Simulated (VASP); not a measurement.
# NaCu12 in VASP: notebook

Runs on NaCu12. Level: PBE. Tasks: relaxation of the atoms, single point.

Everything below comes from runs of VASP 6.6.1. Logs are shortened: lines on timing, memory, paths and dates and some standing lists are left out, and cuts for length are marked.

## Step 1: The cell of the first run

The cell holds a slab with vacuum, 13 atoms: a = 5.132 Å, b = 5.132 Å, c = 19.028 Å, α = 90.00°, β = 90.00°, γ = 90.00°.

## Step 2: Relaxation of the atoms, PBE

Contents of INCAR:

```
PREC = Accurate ; ENCUT = 520
EDIFF = 1E-7 ; ISMEAR = 0
SIGMA = 0.1 ; LREAL = False
LASPH = True ; NELM = 120
ALGO = Normal ; ISIF = 2
LWAVE = False ; LCHARG = False
LDIPOL = True ; IDIPOL = 3
DIPOL = 0.5 0.5 0.319 ; GGA = PE
IBRION = 2 ; NSW = 36
EDIFFG = -0.025 ; GGA_COMPAT = False
NELMIN = 4 ; NELMDL = -8
KPAR = 4
```

Contents of KPOINTS:

```
regular mesh
0
Gamma
  5 5 1
```

Contents of POSCAR:

```
NaCu12
1.0
    5.1319544654      0.0000000000      0.0000000000
    0.0000000000      5.1319544654      0.0000000000
    0.0000000000      0.0000000000     19.0279314150
Cu Na
12 1
Selective dynamics
Direct
    0.2500000000      0.2500000000      0.2102172807  F F F
    0.2500000000      0.7500000000      0.2102172807  F F F
    0.7500000000      0.2500000000      0.2102172807  F F F
    0.7500000000      0.7500000000      0.2102172807  F F F
    0.0000000000      0.0000000000      0.3029241254  F F F
    0.0000000000      0.5000000000      0.3029241254  F F F
    0.5000000000      0.0000000000      0.3029241254  F F F
    0.5000000000      0.5000000000      0.3029241254  F F F
    0.2500000000      0.2500000000      0.3956253179  F F F
    0.2500000000      0.7500000000      0.3956253179  F F F
    0.7500000000      0.2500000000      0.3956253179  F F F
    0.7500000000      0.7500000000      0.3956253179  F F F
    0.5000000000      0.5000000000      0.5081281477  F F T
```

Potentials or basis: VASP PAW PBE potentials, release 64 (Cu, Na_pv).

Started as:

```bash
$ cat potpaw_PBE.64/Cu/POTCAR potpaw_PBE.64/Na_pv/POTCAR > POTCAR
$ mpirun -np 4 vasp_std > vasp.out
```

OUTCAR:

```text
PREC = Accurate
   ENCUT = 520
   EDIFF = 1E-7
   ISMEAR = 0
   LREAL = False
   LASPH = True
   NELM = 120
   ISIF = 2
   GGA = PE
   IBRION = 2
   NSW = 36
   EDIFFG = -0.025
   NELMIN = 4
   NELMDL = -8

 ion  position               nearest neighbor table
   1  0.250  0.250  0.210-   5 2.53   6 2.53   7 2.53   8 2.53   2 2.57   3 2.57   2 2.57   3 2.57

   2  0.250  0.750  0.210-   5 2.53   6 2.53   7 2.53   8 2.53   1 2.57   4 2.57   1 2.57   4 2.57

   3  0.750  0.250  0.210-   5 2.53   6 2.53   7 2.53   8 2.53   1 2.57   4 2.57   4 2.57   1 2.57
[... 15 lines left out ...]
  11  0.750  0.250  0.396-   5 2.53   6 2.53   7 2.53   8 2.53   9 2.57  12 2.57  12 2.57   9 2.57

  12  0.750  0.750  0.396-   5 2.53   6 2.53   7 2.53   8 2.53  10 2.57  11 2.57  11 2.57  10 2.57

  13  0.500  0.500  0.508-

  LATTYP: Found a simple tetragonal cell.
 ALAT       =     5.1319544654
 C/A-ratio  =     3.7077358233

  Lattice vectors:

 A1 = (   5.1319544654,   0.0000000000,   0.0000000000)
 A2 = (   0.0000000000,   5.1319544654,   0.0000000000)
 A3 = (   0.0000000000,   0.0000000000,  19.0279314150)

Analysis of symmetry for initial positions (statically):
=====================================================================
 Subroutine PRICEL returns:
 Original cell was already a primitive cell.

 Routine SETGRP: Setting up the symmetry group for a
 simple tetragonal supercell.

 Subroutine GETGRP returns: Found  8 space group operations
 (whereof  8 operations were pure point group operations)
 out of a pool of 16 trial point group operations.

The static configuration has the point symmetry C_4v.

Analysis of symmetry for dynamics (positions and initial velocities):
=====================================================================
 Subroutine PRICEL returns:
 Original cell was already a primitive cell.

 Routine SETGRP: Setting up the symmetry group for a
 simple tetragonal supercell.

 Subroutine GETGRP returns: Found  8 space group operations
 (whereof  8 operations were pure point group operations)
 out of a pool of 16 trial point group operations.

The dynamic configuration has the point symmetry C_4v.

Analysis of constrained symmetry for selective dynamics:
=====================================================================
 Subroutine PRICEL returns:
 Original cell was already a primitive cell.

 Routine SETGRP: Setting up the symmetry group for a
 simple tetragonal supercell.

 Subroutine GETGRP returns: Found  8 space group operations
 (whereof  8 operations were pure point group operations)
 out of a pool of 16 trial point group operations.

The constrained configuration has the point symmetry C_4v.

 Subroutine INISYM returns: Found  8 space group operations
 (whereof  8 operations are pure point group operations),
 and found     1 'primitive' translations

----------------------------------------------------------------------------------------

                                     Primitive cell

  volume of cell :     501.1378

  direct lattice vectors                    reciprocal lattice vectors
     5.131954465  0.000000000  0.000000000     0.194857536  0.000000000  0.000000000
     0.000000000  5.131954465  0.000000000     0.000000000  0.194857536  0.000000000
     0.000000000  0.000000000 19.027931415     0.000000000  0.000000000  0.052554320

  length of vectors
     5.131954465  5.131954465 19.027931415     0.194857536  0.194857536  0.052554320

  position of ions in fractional coordinates (direct lattice)
     0.250000000  0.250000000  0.210217281
     0.250000000  0.750000000  0.210217281
     0.750000000  0.250000000  0.210217281
     0.750000000  0.750000000  0.210217281
     0.000000000  0.000000000  0.302924125
     0.000000000  0.500000000  0.302924125
     0.500000000  0.000000000  0.302924125
     0.500000000  0.500000000  0.302924125
     0.250000000  0.250000000  0.395625318
     0.250000000  0.750000000  0.395625318
     0.750000000  0.250000000  0.395625318
     0.750000000  0.750000000  0.395625318
     0.500000000  0.500000000  0.508128148

  ion indices of the primitive-cell ions
   primitive index   ion index
                 1           1
                 2           2
                 3           3
                 4           4
                 5           5
                 6           6
                 7           7
                 8           8
                 9           9
                10          10
                11          11
                12          12
                13          13

----------------------------------------------------------------------------------------

 KPOINTS: regular mesh

Automatic generation of k-mesh.
 Grid dimensions read from file:
 generate k-points for:    5    5    1

 Generating k-lattice:

  Cartesian coordinates                     Fractional coordinates (reciprocal lattice)
     0.038971507  0.000000000  0.000000000     0.200000000  0.000000000  0.000000000
     0.000000000  0.038971507  0.000000000     0.000000000  0.200000000  0.000000000
     0.000000000  0.000000000  0.052554320     0.000000000  0.000000000  1.000000000

  Length of vectors
     0.038971507  0.038971507  0.052554320

  Shift w.r.t. Gamma in fractional coordinates (k-lattice)
     0.000000000  0.000000000  0.000000000

 Subroutine IBZKPT returns following result:
 ===========================================

 Found      6 irreducible k-points:

 Following reciprocal coordinates:
            Coordinates               Weight
  0.000000  0.000000  0.000000      1.000000
  0.200000  0.000000  0.000000      4.000000
  0.400000  0.000000  0.000000      4.000000
  0.200000  0.200000  0.000000      4.000000
  0.400000  0.200000  0.000000      8.000000
  0.400000  0.400000  0.000000      4.000000
   k-points           NKPTS =      6   k-points in BZ     NKDIM =      6   number of bands    NBANDS=     83
   number of dos      NEDOS =    301   number of ions     NIONS =     13
   total plane-waves  NPLWV = 230400
   dimension x,y,z NGX =    40 NGY =   40 NGZ =  144
   dimension x,y,z NGXF=    80 NGYF=   80 NGZF=  288
   ions per type =              12   1
   NGX,Y,Z   is equivalent  to a cutoff of  12.96, 12.96, 12.58 a.u.
   NGXF,Y,Z  is equivalent  to a cutoff of  25.92, 25.92, 25.16 a.u.
 SYSTEM =  unknown system
   PREC   = accura    normal or accurate (medium, high low for compatibility)
   ISTART =      0    job   : 0-new  1-cont  2-samecut
   ICHARG =      2    charge: 1-file 2-atom 10-const
   ISPIN  =      1    spin polarized calculation?
   LNONCOLLINEAR =      F non collinear calculations
   LSORBIT =      F    spin-orbit coupling
   LASPH  =      T    aspherical Exc in radial PAW
   ENCUT  =  520.0 eV  38.22 Ry    6.18 a.u.   9.54  9.54 35.38*2*pi/ulx,y,z
   NELM   =    120;   NELMIN=  4; NELMDL= -8     # of ELM steps
   EDIFF  = 0.1E-06   stopping-criterion for ELM
   LREAL  =      F    real-space projection
   EDIFFG = -.3E-01   stopping-criterion for IOM
   NSW    =     36    number of steps for IOM
   IBRION =      2    ionic relax: 0-MD 1-quasi-New 2-CG
   NFREE  =      1    steps in history (QN), initial steepest desc. (CG)
   ISIF   =      2    stress and relaxation
   ISYM   =      2    0-nonsym 1-usesym 2-fastsym
   POTIM  = 0.5000    time-step for ionic-motion
   TEBEG  =    0.0;   TEEND  =   0.0 temperature during run
   PSTRESS=    0.0 pullay stress
   NELECT =     139.0000    total number of electrons
   NUPDOWN=      -1.0000    fix difference up-down
   EMIN   =  10.00;   EMAX   =-10.00  energy-range for DOS
   EFERMI =   0.00;   METHOD = LEGACY
   ISMEAR =     0;   SIGMA  =   0.10  broadening in eV -4-tet -1-fermi 0-gaus
   EFERMI_NEDOS =   21; number of points for ismear=-14 and -15
   IALGO  =     38    algorithm
   IMIX   =      4    mixing-type and parameters
     AMIX     =   0.40;   BMIX     =  1.00
     AMIX_MAG =   1.60;   BMIX_MAG =  1.00
  volume/ion in A,a.u.               =      38.55       260.14
  Fermi-wavevector in a.u.,A,eV,Ry     =   1.067646  2.017559 15.508852  1.139868
  Thomas-Fermi vector in A             =   2.203269
   LORBIT       =      0    0 simple, 1 ext, 2 COOP (PROOUT), +10 PAW based schemes
   GGA     = PE    functional components
   LHFCALC =     F    Hartree Fock is set to
   AEXX    =    0.0000 exact exchange contribution
   IVDW    =     0    specifies the selected vdW correction
   LEPSILON=     F    determine dielectric tensor
   LRPA    =     F    only Hartree local field effects (RPA)
 conjugate gradient relaxation of ions
 non-spin polarized calculation
 Gauss-broadening in eV      SIGMA  =   0.10
  energy-cutoff  :      520.00
  volume of cell :      501.14
 maximum number of plane-waves:     13595
 NGX is ok and might be reduce to    40
   NGX = 19   NGY = 19   NGZ = 71

 dipolmoment           0.000000      0.000000      0.027638 electrons x Angstroem

--------------------------------------- Ionic step        1  -------------------------------------------

 number of electron     138.9999792 magnetization

 Free energy of the ion-electron system (eV)
  ---------------------------------------------------
  ext. energy  EPLUGINS =         0.00000000
  ---------------------------------------------------
  free energy    TOTEN  =       -41.81904645 eV

  energy without entropy =      -41.78514825  energy(sigma->0) =      -41.80209735

------------------------ aborting loop because EDIFF is reached ----------------------------------------

  FORCE on cell =-STRESS in cart. coord.  units (eV):
  Direction    XX          YY          ZZ          XY          YZ          ZX
  --------------------------------------------------------------------------------------
  -------------------------------------------------------------------------------------
  Total       -4.0142379     -4.0142379      2.0003297      0.0000000      0.0000000      0.0000000
  in kB      -12.8338370    -12.8338370      6.3952130      0.0000000      0.0000000      0.0000000
  external PRESSURE =      -6.4241537 kB  Pullay stress =       0.0000000 kB
[... 175 lines left out ...]
--------------------------------------- Ionic step        5  -------------------------------------------

 number of electron     138.9999792 magnetization

 dipolmoment           0.000000      0.000000     -0.380912 electrons x Angstroem

 Free energy of the ion-electron system (eV)
  ---------------------------------------------------
  ext. energy  EPLUGINS =         0.00000000
  ---------------------------------------------------
  free energy    TOTEN  =       -41.84883961 eV

  energy without entropy =      -41.81821682  energy(sigma->0) =      -41.83352821

 E-fermi :  -0.0580     XC(G=0):  -5.1035

 val. band max:       -0.0597655896   @ k =   0.2000   0.0000   0.0000
 cond. band min:      -0.0107660636   @ k =   0.2000   0.0000   0.0000
 fundamental gap:      0.0489995260
 Fermi energy:        -0.0579837507

 k-point     1 :       0.0000    0.0000    0.0000
  band No.  band energies     occupation
      1     -25.1681      2.00000
      2     -25.1565      2.00000
      3     -25.1565      2.00000
      4      -8.4767      2.00000
      5      -5.9762      2.00000
      6      -4.9416      2.00000
[... 493 lines left out ...]
     80       4.4992      0.00000
     81       4.7177      0.00000
 [bands above 81 left out]

------------------------ aborting loop because EDIFF is reached ----------------------------------------

 vacuum level on the upper side and lower side of the slab       (xc-potential included)        -1.683         1.004

  FORCE on cell =-STRESS in cart. coord.  units (eV):
  Direction    XX          YY          ZZ          XY          YZ          ZX
  --------------------------------------------------------------------------------------
  -------------------------------------------------------------------------------------
  Total       -4.3355417     -4.3355417      1.0762680      0.0000000     -0.0000000      0.0000000
  in kB      -13.8610708    -13.8610708      3.4409143      0.0000000     -0.0000000      0.0000000
  external PRESSURE =      -8.0937424 kB  Pullay stress =       0.0000000 kB
[... 28 lines left out ...]
  FREE ENERGIE OF THE ION-ELECTRON SYSTEM (eV)
  ---------------------------------------------------
  free  energy   TOTEN  =       -41.8488396102 eV

  energy  without entropy=      -41.8182168188  energy(sigma->0) =      -41.83352821

 reached required accuracy - stopping structural energy minimisation

 vacuum level on the upper side and lower side of the slab         1.470         4.226
```

Wall time 7.8 min (4 MPI ranks of AMD EPYC 9R45 (Zen 5), shared host); peak memory 0.66 GiB.

Results:

| Item | Value |
| --- | --- |
| Free energy | -41.8488 eV |
| Energy gained by relaxing | 2.3 meV/atom |
| Ionic steps | 5 |
| Band gap on the k mesh | zero (an odd number of electrons rules out a gap without spin polarisation) |

The path:
| step | energy change (eV) | largest force on free atoms (eV/Å) | pressure (GPa) |
| --- | --- | --- | --- |
| 1 | 0.0000 | 0.4149 | -0.64 |
| 2 | -0.0077 | 0.3533 | -0.67 |
| 3 | -0.0236 | 0.1804 | -0.73 |
| 4 | -0.0271 | 0.1091 | -0.85 |
| 5 | -0.0298 | 0.0082 | -0.81 |

Final structure:
```
CELL_PARAMETERS angstrom
5.13195 0.00000 0.00000
0.00000 5.13195 0.00000
0.00000 0.00000 19.02793
ATOMIC_POSITIONS crystal
Cu 0.25000 0.25000 0.21022
Cu 0.25000 0.75000 0.21022
Cu 0.75000 0.25000 0.21022
Cu 0.75000 0.75000 0.21022
Cu 0.00000 0.00000 0.30292
Cu 0.00000 0.50000 0.30292
Cu 0.50000 0.00000 0.30292
Cu 0.50000 0.50000 0.30292
Cu 0.25000 0.25000 0.39563
Cu 0.25000 0.75000 0.39563
Cu 0.75000 0.25000 0.39563
Cu 0.75000 0.75000 0.39563
Na 0.50000 0.50000 0.51627
```

Levels at points of the mesh, in eV from the Fermi level:
```tsv
k point	band 67	band 68	band 69	band 70	band 71	band 72	band 73	band 74
(0.00, 0.00, 0.00)	-0.23	-0.23	-0.23	-0.16	-0.06	-0.06	0.25	1.32
```

[end of part 1 of 2]
